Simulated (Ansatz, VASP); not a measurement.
# Two plane-wave programs on SiC

File POSCAR:

```
SiC
1.0
    3.1676169264      0.0000000000      0.0000000000
   -1.5838084632      2.7432367277      0.0000000000
    0.0000000000      0.0000000000      5.1995513337
Si C
2 2
Direct
    0.3333333333      0.6666666667     -0.0005020703
    0.6666666667      0.3333333333      0.4994979297
    0.3333333333      0.6666666667      0.3755020703
    0.6666666667      0.3333333333      0.8755020703
```

The input INCAR.step1:

```
SYSTEM = SiC
ALGO     = Normal         ! electronic algorithm
EDIFF    = 1E-5           ! SCF threshold, eV
ENCUT    = 520            ! plane-wave cutoff, eV
GGA      = PE             ! functional
ISIF     = 2              ! what is computed and relaxed
ISMEAR   = 0              ! smearing method
LASPH    = .True.         ! aspherical terms in the spheres
LCHARG   = .False.        ! write CHGCAR
LREAL    = .False.        ! projectors in reciprocal space
LWAVE    = .True.         ! write WAVECAR
NBANDS   = 16             ! bands
NELM     = 80             ! most SCF steps
PREC     = Accurate       ! precision mode
SIGMA    = 0.01           ! smearing width, eV
```

INCAR.step2

```
SYSTEM = SiC
ALGO     = Normal         ! electronic algorithm
EDIFF    = 1E-6           ! SCF threshold, eV
ENCUT    = 520            ! plane-wave cutoff, eV
GGA      = PE             ! functional
HFSCREEN = 0.2079         ! screening, 1/A
ISIF     = 2              ! what is computed and relaxed
ISMEAR   = 0              ! smearing method
ISTART   = 1            
LASPH    = .True.         ! aspherical terms in the spheres
LCHARG   = .False.        ! write CHGCAR
LHFCALC  = .True.         ! exact exchange
LREAL    = .False.        ! projectors in reciprocal space
LWAVE    = .False.        ! write WAVECAR
NBANDS   = 16             ! bands
NELM     = 80             ! most SCF steps
PREC     = Accurate       ! precision mode
PRECFOCK = Normal       
SIGMA    = 0.01           ! smearing width, eV
```

File KPOINTS:

```
k-points
0
Gamma
  6 6 4
  0 0 0
```

Input for Ansatz:

```yaml
crystal:
  lattice:
    - [3.1676169264, 0.0, 0.0]
    - [-1.5838084632, 2.7432367277, 0.0]
    - [0.0, 0.0, 5.1995513337]
  atoms:
    - { symbol: Si, position: [0.3333333333, 0.6666666667, -0.0005020703] }
    - { symbol: Si, position: [0.6666666667, 0.3333333333, 0.4994979297] }
    - { symbol: C, position: [0.3333333333, 0.6666666667, 0.3755020703] }
    - { symbol: C, position: [0.6666666667, 0.3333333333, 0.8755020703] }
kpoints:
  mp_grid: { grid: [6, 6, 4] }
  band_path:
    path:
      - [0.0, 0.0, 0.0]
      - [0.5, 0.0, 0.0]
      - [0.3333333333, 0.3333333333, 0.0]
      - [0.0, 0.0, 0.5]
      - [0.5, 0.0, 0.5]
      - [0.3333333333, 0.3333333333, 0.5]
      - [-0.005208, 0.0, 0.0]
    npoints: 1
hamiltonian:
  xc: hse06
scf:
  occupations: { method: fixed }
  n_extra_bands: 5
output:
  forces: true
  stress: true
  eigenvalues: true
```

Change from the starting cell: hydrostatic strain +3.0%.

Alike in both runs: task single point; functional HSE06; k mesh 6 × 6 × 4; no spin polarisation.

|  | VASP | Ansatz |
| --- | --- | --- |
| version | VASP 6.6.1 | Ansatz 0.2.0 |
| potentials or method | VASP PAW PBE potentials, release 64 (Si, C) | plane waves, PAW |
| plane-wave cutoff (eV) | 520 | 420 |
| occupations | gaussian, width 0.01 eV | fixed |
| valence electrons in the cell | 16 | 16 |

VASP gave:

```
gap on the k mesh at the Fermi level (eV)                     : 3.30
pressure (GPa)                                                : -18.5
traceless stress, the component that is largest in VASP (GPa) : -0.04
rms of the force components (eV/Å)                            : 0.010
```

Problem. What did Ansatz give for the same quantities?

Solution. gap on the k mesh at the Fermi level (eV): 3.30; pressure (GPa): -18.3; traceless stress, the component that is largest in VASP (GPa): -0.06; rms of the force components (eV/Å): 0.010.

Atom by atom the forces differ by 0.001 eV/Å (rms over components). Ansatz's warnings: stress exchange threshold loose, stress scf threshold loose.
